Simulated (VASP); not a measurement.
Set up this calculation in VASP 6.6.1, as the native input.

| Item | Value |
| --- | --- |
| Task | single point |
| Functional | PBE |
| Potentials or basis | VASP PAW PBE potentials, release 64 (Ti_sv, Si, Ni) |
| Cutoff | 520 eV |
| k mesh | 10 × 6 × 8 |
| Occupations | gaussian, width 0.1 eV |
| Spin | no spin polarisation |
| Dipole correction | no |
| Further INCAR settings | ALGO = Normal; EDIFF = 1e-06; NBANDS = 41 |

The structure of Ti3Si4Ni lies in POSCAR:

```
Ti3Si4Ni
1.0
    3.6430016418      0.0000000000      0.0000000000
    0.0000000000      6.8348979068      0.0000000000
    0.0000000000      0.0000000000      4.5968661261
Ti Si Ni
3 4 1
Direct
    0.0000000000      0.5000000000      0.0000038808
    0.5000000000      0.5000000000      0.4900295152
    0.0000000000      0.0000000000      0.1312009983
    0.0000000000      0.7753728028      0.6020502412
    0.0000000000      0.2246271972      0.6020502412
    0.5000000000      0.2460741723      0.9849504561
    0.5000000000      0.7539258277      0.9849504561
    0.5000000000      0.0000000000      0.6107642109
```

These files were run (other wordings do the same):

INCAR

```
SYSTEM = Ti3Si4Ni
PREC     = Accurate       ! precision mode
ENCUT    = 520            ! plane-wave cutoff, eV
EDIFF    = 1E-6           ! SCF threshold, eV
ISMEAR   = 0              ! smearing method
SIGMA    = 0.1            ! smearing width, eV
LREAL    = .False.        ! projectors in reciprocal space
LASPH    = .True.         ! aspherical terms in the spheres
NELM     = 60             ! most SCF steps
ALGO     = Normal         ! electronic algorithm
ISIF     = 2              ! what is computed and relaxed
LWAVE    = .False.        ! write WAVECAR
LCHARG   = .False.        ! write CHGCAR
GGA      = PE             ! functional
NBANDS   = 41             ! bands
```

KPOINTS

```
regular mesh
0
Gamma
  10 6 8
  0 0 0
```

Potentials or basis: VASP PAW PBE potentials, release 64 (Ti_sv, Si, Ni).

Command:

```sh
$ cat potpaw_PBE.64/Ti_sv/POTCAR potpaw_PBE.64/Si/POTCAR potpaw_PBE.64/Ni/POTCAR > POTCAR
$ mpirun -np 1 vasp_std > vasp.out
```

Results of the run:

| Item | Value |
| --- | --- |
| Pressure | 0.0 GPa |
| Largest force | 0.008 eV/Å |
| Band gap on the k mesh | zero (bands 31 and 32 overlap by 0.94 eV) |

It took 15 min on 1 thread of Intel Xeon 8259CL, on a shared host, peak memory 0.57 GiB.
